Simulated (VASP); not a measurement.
# TaN (Fm-3m) in VASP: single point with r2SCAN

Aim: the single point of TaN with r2SCAN.

Program: VASP 6.6.1. These are calculated values, not measurements. Logs are shortened: lines on timing, memory, paths and dates and some standing lists are left out, and cuts for length are marked.

### Step 1. The cell of the first run

Symmetry: Fm-3m, No. 225, cubic system. The conventional cell has a = 4.396 Å, b = 4.396 Å, c = 4.396 Å, α = 90.00°, β = 90.00°, γ = 90.00°. Within 2.9 Å of Ta (site symmetry m-3m) lie 6 N at 2.20 Å. Within 2.9 Å of N (site symmetry m-3m) lie 6 Ta at 2.20 Å.

### Step 2. Single point, r2SCAN

Input file POSCAR:

```
TaN
1.0
    0.0000000000      2.1981550872      2.1981550872
    2.1981550872      0.0000000000      2.1981550872
    2.1981550872      2.1981550872      0.0000000000
Ta N
1 1
Direct
    0.5000000000      0.5000000000      0.5000000000
    0.0000000000      0.0000000000      0.0000000000
```

Input file INCAR.step1:

```
PREC = Accurate
ENCUT = 770
ISMEAR = 0
SIGMA = 0.1
LREAL = F
LASPH = T
NELM = 120
NBANDS = 16
GGA = PE
ALGO = Normal
EDIFF = 1E-5
LWAVE = T
LCHARG = F
GGA_COMPAT = F
```

Input file INCAR.step2:

```
PREC = Accurate
ENCUT = 770
EDIFF = 1E-6
ISMEAR = 0
SIGMA = 0.1
LREAL = F
LASPH = T
NELM = 120
ALGO = Normal
ISIF = 2
LWAVE = F
LCHARG = F
METAGGA = R2SCAN
LMIXTAU = T
NBANDS = 16
ISTART = 1
GGA_COMPAT = F
```

Input file KPOINTS:

```
regular mesh
0
Gamma
  22 22 22
```

Potentials or basis: VASP PAW PBE potentials, release 64 (Ta_sv_GW, N).

The run is started by

```sh
$ cat potpaw_PBE.64/Ta_sv_GW/POTCAR potpaw_PBE.64/N/POTCAR > POTCAR
$ cp INCAR.step1 INCAR
$ mpirun -np 1 vasp_std > vasp.out
$ cp INCAR.step2 INCAR
$ mpirun -np 1 vasp_std > vasp.out
```

OUTCAR:

```text
PREC = Accurate
   ENCUT = 770
   EDIFF = 1E-6
   ISMEAR = 0
   LREAL = F
   LASPH = T
   NELM = 120
   ISIF = 2
   METAGGA = R2SCAN
   ISTART = 1

 ion  position               nearest neighbor table
   1  0.500  0.500  0.500-   2 2.20   2 2.20   2 2.20   2 2.20   2 2.20   2 2.20
   2  0.000  0.000  0.000-   1 2.20   1 2.20   1 2.20   1 2.20   1 2.20   1 2.20

  LATTYP: Found a face centered cubic cell.
 ALAT       =     4.3963101744

  Lattice vectors:

 A1 = (   0.0000000000,   2.1981550872,   2.1981550872)
 A2 = (   2.1981550872,   0.0000000000,   2.1981550872)
 A3 = (   2.1981550872,   2.1981550872,   0.0000000000)

Analysis of symmetry for initial positions (statically):
=====================================================================
 Subroutine PRICEL returns:
 Original cell was already a primitive cell.

 Routine SETGRP: Setting up the symmetry group for a
 face centered cubic supercell.

 Subroutine GETGRP returns: Found 48 space group operations
 (whereof 48 operations were pure point group operations)
 out of a pool of 48 trial point group operations.

The static configuration has the point symmetry O_h .

Analysis of symmetry for dynamics (positions and initial velocities):
=====================================================================
 Subroutine PRICEL returns:
 Original cell was already a primitive cell.

 Routine SETGRP: Setting up the symmetry group for a
 face centered cubic supercell.

 Subroutine GETGRP returns: Found 48 space group operations
 (whereof 48 operations were pure point group operations)
 out of a pool of 48 trial point group operations.

The dynamic configuration has the point symmetry O_h .

 Subroutine INISYM returns: Found 48 space group operations
 (whereof 48 operations are pure point group operations),
 and found     1 'primitive' translations

----------------------------------------------------------------------------------------

                                     Primitive cell

  volume of cell :      21.2425

  direct lattice vectors                    reciprocal lattice vectors
     0.000000000  2.198155087  2.198155087    -0.227463477  0.227463477  0.227463477
     2.198155087  0.000000000  2.198155087     0.227463477 -0.227463477  0.227463477
     2.198155087  2.198155087  0.000000000     0.227463477  0.227463477 -0.227463477

  length of vectors
     3.108660737  3.108660737  3.108660737     0.393978300  0.393978300  0.393978300

  position of ions in fractional coordinates (direct lattice)
     0.500000000  0.500000000  0.500000000
     0.000000000  0.000000000  0.000000000

  ion indices of the primitive-cell ions
   primitive index   ion index
                 1           1
                 2           2

----------------------------------------------------------------------------------------

 KPOINTS: regular mesh

Automatic generation of k-mesh.
 Grid dimensions read from file:
 generate k-points for:   22   22   22

 Generating k-lattice:

  Cartesian coordinates                     Fractional coordinates (reciprocal lattice)
    -0.010339249  0.010339249  0.010339249     0.045454545  0.000000000  0.000000000
     0.010339249 -0.010339249  0.010339249     0.000000000  0.045454545  0.000000000
     0.010339249  0.010339249 -0.010339249     0.000000000  0.000000000  0.045454545

  Length of vectors
     0.017908105  0.017908105  0.017908105

  Shift w.r.t. Gamma in fractional coordinates (k-lattice)
     0.000000000  0.000000000  0.000000000

 Subroutine IBZKPT returns following result:
 ===========================================

 Found    328 irreducible k-points:

 Following reciprocal coordinates:
            Coordinates               Weight
  0.000000  0.000000  0.000000      1.000000
  0.045455  0.000000  0.000000      8.000000
  0.090909  0.000000  0.000000      8.000000
  0.136364  0.000000  0.000000      8.000000
  0.181818  0.000000  0.000000      8.000000
  0.227273  0.000000  0.000000      8.000000
[... 16 lines left out ...]
  0.500000  0.045455  0.000000     24.000000
 -0.454545  0.045455  0.000000     24.000000
 [... further k-points ...]
   k-points           NKPTS =    328   k-points in BZ     NKDIM =    328   number of bands    NBANDS=     16
   number of dos      NEDOS =    301   number of ions     NIONS =      2
   total plane-waves  NPLWV =  21952
   dimension x,y,z NGX =    28 NGY =   28 NGZ =   28
   dimension x,y,z NGXF=    56 NGYF=   56 NGZF=   56
   ions per type =               1   1
   NGX,Y,Z   is equivalent  to a cutoff of  14.97, 14.97, 14.97 a.u.
   NGXF,Y,Z  is equivalent  to a cutoff of  29.95, 29.95, 29.95 a.u.
 SYSTEM =  unknown system
   PREC   = accura    normal or accurate (medium, high low for compatibility)
   ISTART =      1    job   : 0-new  1-cont  2-samecut
   ICHARG =      0    charge: 1-file 2-atom 10-const
   ISPIN  =      1    spin polarized calculation?
   LNONCOLLINEAR =      F non collinear calculations
   LSORBIT =      F    spin-orbit coupling
   LASPH  =      T    aspherical Exc in radial PAW
   ENCUT  =  770.0 eV  56.59 Ry    7.52 a.u.   7.03  7.03  7.03*2*pi/ulx,y,z
   NELM   =    120;   NELMIN=  2; NELMDL=  0     # of ELM steps
   EDIFF  = 0.1E-05   stopping-criterion for ELM
   LREAL  =      F    real-space projection
   EDIFFG = 0.1E-04   stopping-criterion for IOM
   NSW    =      0    number of steps for IOM
   IBRION =     -1    ionic relax: 0-MD 1-quasi-New 2-CG
   NFREE  =      0    steps in history (QN), initial steepest desc. (CG)
   ISIF   =      2    stress and relaxation
   ISYM   =      2    0-nonsym 1-usesym 2-fastsym
   POTIM  = 0.5000    time-step for ionic-motion
   TEBEG  =    0.0;   TEEND  =   0.0 temperature during run
   PSTRESS=    0.0 pullay stress
   NELECT =      18.0000    total number of electrons
   NUPDOWN=      -1.0000    fix difference up-down
   EMIN   =  10.00;   EMAX   =-10.00  energy-range for DOS
   EFERMI =   0.00;   METHOD = LEGACY
   ISMEAR =     0;   SIGMA  =   0.10  broadening in eV -4-tet -1-fermi 0-gaus
   EFERMI_NEDOS =   21; number of points for ismear=-14 and -15
   IALGO  =     38    algorithm
   IMIX   =      4    mixing-type and parameters
     AMIX     =   0.40;   BMIX     =  1.00
     AMIX_MAG =   1.60;   BMIX_MAG =  1.00
  volume/ion in A,a.u.               =      10.62        71.68
  Fermi-wavevector in a.u.,A,eV,Ry     =   1.549164  2.927495 32.652737  2.399908
  Thomas-Fermi vector in A             =   2.654010
   LORBIT       =      0    0 simple, 1 ext, 2 COOP (PROOUT), +10 PAW based schemes
   METAGGA = R2SCAN    functional components
   LHFCALC =     F    Hartree Fock is set to
   AEXX    =    0.0000 exact exchange contribution
   IVDW    =     0    specifies the selected vdW correction
   LEPSILON=     F    determine dielectric tensor
   LRPA    =     F    only Hartree local field effects (RPA)
 non-spin polarized calculation
 Gauss-broadening in eV      SIGMA  =   0.10
  energy-cutoff  :      770.00
  volume of cell :       21.24
 maximum number of plane-waves:      1056
   NGX = 13   NGY = 13   NGZ = 13

 number of electron      18.0000000 magnetization

 Free energy of the ion-electron system (eV)
  ---------------------------------------------------
  ext. energy  EPLUGINS =         0.00000000
  ---------------------------------------------------
  free energy    TOTEN  =       -62.20707297 eV

  energy without entropy =      -62.20295873  energy(sigma->0) =      -62.20501585

 E-fermi :  13.8615     XC(G=0): -14.7699

 val. band max:       13.8542781303   @ k =  -0.4545   0.1818   0.0455
 cond. band min:      13.8731226561   @ k =  -0.3182   0.0909   0.0000
 fundamental gap:      0.0188445258
 Fermi energy:        13.8614666485

 k-point     1 :       0.0000    0.0000    0.0000
  band No.  band energies     occupation
      1     -57.7760      2.00000
      2     -23.2534      2.00000
      3     -23.2534      2.00000
      4     -23.2534      2.00000
      5      -6.1183      2.00000
      6       9.7311      2.00000
[... 8 lines left out ...]
     15      23.5657      0.00000
     16      38.5344      0.00000

 k-point     2 :       0.0455    0.0000    0.0000
  band No.  band energies     occupation
      1     -57.7749      2.00000
      2     -23.2727      2.00000
      3     -23.2551      2.00000
      4     -23.2551      2.00000
      5      -6.0676      2.00000
      6       9.4474      2.00000
[... 8 lines left out ...]
     15      23.7239      0.00000
     16      37.7076      0.00000

 k-point     3 :       0.0909    0.0000    0.0000
  band No.  band energies     occupation
      1     -57.7714      2.00000
      2     -23.3287      2.00000
      3     -23.2601      2.00000
      4     -23.2601      2.00000
      5      -5.9184      2.00000
      6       8.7833      2.00000
[... 8 lines left out ...]
     15      24.1794      0.00000
     16      36.1755      0.00000

 k-point     4 :       0.1364    0.0000    0.0000
  band No.  band energies     occupation
      1     -57.7658      2.00000
      2     -23.4157      2.00000
      3     -23.2678      2.00000
      4     -23.2678      2.00000
      5      -5.6795      2.00000
      6       7.9624      2.00000
[... 8 lines left out ...]
     15      24.8715      0.00000
     16      34.5677      0.00000
[... 324 lines left out ...]
 k-point    22 :       0.4545    0.0455    0.0000
  band No.  band energies     occupation
      1     -57.7182      2.00000
      2     -24.0992      2.00000
      3     -23.3406      2.00000
      4     -23.3400      2.00000
      5      -3.2902      2.00000
      6       3.3181      2.00000
[... 8 lines left out ...]
     15      26.0836      0.00000
     16      26.8994      0.00000

 k-point    23 :       0.5000    0.0455    0.0000
  band No.  band energies     occupation
      1     -57.7162      2.00000
      2     -24.1262      2.00000
      3     -23.3463      2.00000
      4     -23.3399      2.00000
      5      -3.1595      2.00000
      6       3.1335      2.00000
[... 8 lines left out ...]
     15      26.0334      0.00000
     16      26.5565      0.00000

 k-point    24 :      -0.4545    0.0455    0.0000
  band No.  band energies     occupation
      1     -57.7166      2.00000
      2     -24.1207      2.00000
      3     -23.3494      2.00000
      4     -23.3357      2.00000
      5      -3.1851      2.00000
      6       3.1690      2.00000
[... 8 lines left out ...]
     15      26.0591      0.00000
     16      26.7363      0.00000

 [... further k-points ...]
[... 5 lines left out ...]
  --------------------------------------------------------------------------------------
  -------------------------------------------------------------------------------------
  Total        0.0038496      0.0038496      0.0038496      0.0000000     -0.0000000      0.0000000
  in kB        0.2903469      0.2903469      0.2903469      0.0000000     -0.0000000      0.0000000
  external PRESSURE =       0.2903469 kB  Pullay stress =       0.0000000 kB

 VOLUME and BASIS-vectors are now :
 -----------------------------------------------------------------------------
  energy-cutoff  :      770.00
  volume of cell :       21.24
      direct lattice vectors                 reciprocal lattice vectors
     0.000000000  2.198155087  2.198155087    -0.227463477  0.227463477  0.227463477
     2.198155087  0.000000000  2.198155087     0.227463477 -0.227463477  0.227463477
     2.198155087  2.198155087  0.000000000     0.227463477  0.227463477 -0.227463477

 POSITION                                       TOTAL-FORCE (eV/Angst)
 -----------------------------------------------------------------------------------
      2.19816      2.19816      2.19816         0.000000      0.000000      0.000000
      0.00000      0.00000      0.00000        -0.000000     -0.000000      0.000000
 -----------------------------------------------------------------------------------
    total drift:                                0.000000      0.000000      0.000000

  FREE ENERGIE OF THE ION-ELECTRON SYSTEM (eV)
  ---------------------------------------------------
  free  energy   TOTEN  =       -62.2070729674 eV

  energy  without entropy=      -62.2029587313  energy(sigma->0) =      -62.20501585
```

Wall time 4.4 min (1 thread of Intel Xeon 6975P-C (Granite Rapids), shared host); peak memory 0.35 GiB.

Results:

```
Free energy            : -62.2071 eV
Pressure               : 0.0 GPa
Band gap on the k mesh : zero (bands 9 and 10 overlap by 4.09 eV)
```

Caveat: the PAW data sets were made with another functional, which shifts forces and pressure a little; spin-orbit coupling is left out, which moves the levels of the heavy elements.
